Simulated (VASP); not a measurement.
Runs of VASP 6.6.1 on SiC. The structure is that of space group F-43m (No. 216), or close to it. The cells are those of the table. 

```csv
task,cell,k mesh,smearing,gap on the mesh (eV),pressure (GPa)
single point,"a = 3.082 Å, angles 60.0°, 2 atoms",8 × 8 × 8,gaussian 0.1 eV,1.36,-1.6
relaxation of cell and atoms,"relaxed from a = 3.082 Å, angles 60.0°, 2 atoms",10 × 10 × 10,gaussian 0.02 eV,1.35,0.0
single point,"a = 3.135 Å, angles 60.0°, 2 atoms",10 × 10 × 10,gaussian 0.02 eV,1.40,(b)
single point,"a = 3.165 Å, angles 60.0°, 2 atoms",10 × 10 × 10,gaussian 0.02 eV,1.43,-16.2
single point,"a = 3.012 Å, angles 60.0°, 2 atoms",10 × 10 × 10,gaussian 0.02 eV,1.29,15.2
single point,"a = 3.106 Å, angles 60.0°, 2 atoms",10 × 10 × 10,gaussian 0.02 eV,1.38,-6.4
single point,"a = 2.980 Å, angles 60.0°, 2 atoms",10 × 10 × 10,gaussian 0.02 eV,1.26,(a)
```

Alike in all rows: level PBE+D3(BJ); potentials or basis VASP PAW PBE potentials, release 64 (Si, C); no spin polarisation; cutoff (eV) 600.

**Question.** Fill in the values left out.

**Answer.** (a) 24.7; (b) -11.7.

Caveats: the cell stands under tension (at least some runs); the cell stands under pressure (at least some runs).

A k mesh can miss the band edges.
